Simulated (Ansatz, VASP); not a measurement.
**FeCo: VASP beside Ansatz**

Contents of INCAR:

```
  PREC = Accurate
  ENCUT = 600
  EDIFF = 1E-6
  ISMEAR = -1
  SIGMA = 0.05
  LREAL = F
  LASPH = T
  NELM = 200
  ALGO = Normal
  ISIF = 2
  LWAVE = F
  LCHARG = F
  ISPIN = 2
  MAGMOM = 3 2
  LORBIT = 11
  LMAXMIX = 4
  GGA = PE
  NBANDS = 20
  GGA_COMPAT = F
```

KPOINTS

```
regular mesh
0
Gamma
  13 13 13
```

POSCAR

```
FeCo
1.0
    2.8570000000      0.0000000000      0.0000000000
    0.0000000000      2.8570000000      0.0000000000
    0.0000000000      0.0000000000      2.8570000000
Fe Co
1 1
Direct
    0.5000000000      0.5000000000      0.5000000000
    0.0000000000      0.0000000000      0.0000000000
```

Input for Ansatz:

```yaml
crystal:
  lattice:
    - [2.857, 0.0, 0.0]
    - [0.0, 2.857, 0.0]
    - [0.0, 0.0, 2.857]
  atoms:
    - { symbol: Fe, position: [0.5, 0.5, 0.5], spin: 3.0 }
    - { symbol: Co, position: [0.0, 0.0, 0.0], spin: 2.0 }
magnetization:
  spin_polarized: true
kpoints:
  mp_grid: { grid: [13, 13, 13] }
  band_path:
    path:
      - [0.0, 0.0, 0.0]
      - [0.0, 0.5, 0.0]
      - [0.5, 0.5, 0.0]
      - [0.0, 0.0, 0.0]
      - [0.5, 0.5, 0.5]
      - [0.0, 0.5, 0.0]
      - [0.5, 0.5, 0.5]
      - [0.5, 0.5, 0.0]
    npoints: 5
scf:
  occupations: { method: fermi_dirac, width: 0.05 }
hamiltonian:
  xc: pbe
  pseudopotentials:
    kind: all_electron
    lapw: { basis_error: 0.00025 }
    relativity: none
output:
  forces: true
  stress: true
  eigenvalues: true
```

Alike in both runs: task single point; functional PBE; k mesh 13 × 13 × 13; occupations fermi-dirac, width 0.05 eV; collinear spin.

|  | VASP | Ansatz |
| --- | --- | --- |
| version | VASP 6.6.1 | Ansatz 0.2.0 |
| potentials or method | VASP PAW PBE potentials, release 64 (Fe, Co), cutoff 600 eV | all-electron LAPW, non-relativistic |

Ansatz gave:

```
pressure (GPa)                                                : 0.6
net moment per atom (μB)                                      : 2.25
size of the moment on the site where the two differ most (μB) : 2.83
```

**Question.** What did VASP give for the same quantities?

**Answer.** Pressure (GPa): -2.9; net moment per atom (μB): 2.26; size of the moment on the site where the two differ most (μB): 2.79.

Site moments also hang on the region over which each program counts them. Ansatz ran all-electron here, and VASP with PAW potentials.
